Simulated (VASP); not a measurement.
Set up this calculation in VASP 6.6.1, as the native input.

```yaml
Task: single point
Functional: HSE06
Potentials_or_basis: VASP PAW PBE potentials, release 64 (Zn, S)
Cutoff: 520 eV
k_mesh: 6 × 6 × 6
Occupations: gaussian, width 0.01 eV
Spin: no spin polarisation
Dipole_correction: no
Grid_for_exact_exchange_PRECFOCK: Normal
Further_INCAR_settings: ALGO = Normal; EDIFF = 1e-06; NBANDS = 16
Share_of_exact_exchange: 0.25
Screening_parameter: 0.2079 1/Å
```

The system is ZnS.

```
Zn S
1.0
     0.00000    2.69409    2.66714
     2.69409    0.00000    2.66714
     2.69409    2.69409    0.00000
Zn S
1 1
Direct
  0.00000 0.00000 0.00000
  0.25000 0.25000 0.25000
```

This cell differs from its parent crystal: uniaxial z strain -1.0%.

The input as run:

POSCAR

```
ZnS
1.0
    0.0000000000      2.6940858315      2.6671449732
    2.6940858315      0.0000000000      2.6671449732
    2.6940858315      2.6940858315      0.0000000000
Zn S
1 1
Direct
    0.0000000000      0.0000000000      0.0000000000
    0.2500000000      0.2500000000      0.2500000000
```

INCAR.step1

```
PREC = Accurate ; ENCUT = 520
EDIFF = 1E-5 ; ISMEAR = 0
SIGMA = 0.01 ; LREAL = False
LASPH = True ; NELM = 100
ALGO = Normal ; ISIF = 2
LWAVE = True ; LCHARG = False
GGA = PE ; NBANDS = 16
```

INCAR.step2

```
PREC = Accurate ; ENCUT = 520
EDIFF = 1E-6 ; ISMEAR = 0
SIGMA = 0.01 ; LREAL = False
LASPH = True ; NELM = 100
ALGO = Normal ; ISIF = 2
LWAVE = False ; LCHARG = False
GGA = PE ; LHFCALC = True
HFSCREEN = 0.2079 ; PRECFOCK = Normal
ISTART = 1 ; NBANDS = 16
```

KPOINTS

```
Automatic mesh
0
Gamma
  6 6 6
```

Potentials or basis: VASP PAW PBE potentials, release 64 (Zn, S).

Command:

```console
$ cat potpaw_PBE.64/Zn/POTCAR potpaw_PBE.64/S/POTCAR > POTCAR
$ cp INCAR.step1 INCAR
$ mpirun -np 1 vasp_std > vasp.out
$ cp INCAR.step2 INCAR
$ mpirun -np 1 vasp_std > vasp.out
```

Results of the run:

```yaml
Pressure: 2.4 GPa
Band_gap_on_the_k_mesh: 3.39 eV
```

Caveat: the cell differs from its parent crystal (uniaxial z strain -1.0%); the PAW data sets were made with another functional, which shifts forces and pressure a little.

Run time: 43 min on 1 thread of Intel(R) Xeon(R) Platinum 8488C (Sapphire Rapids) (shared host), peak memory 0.28 GiB.
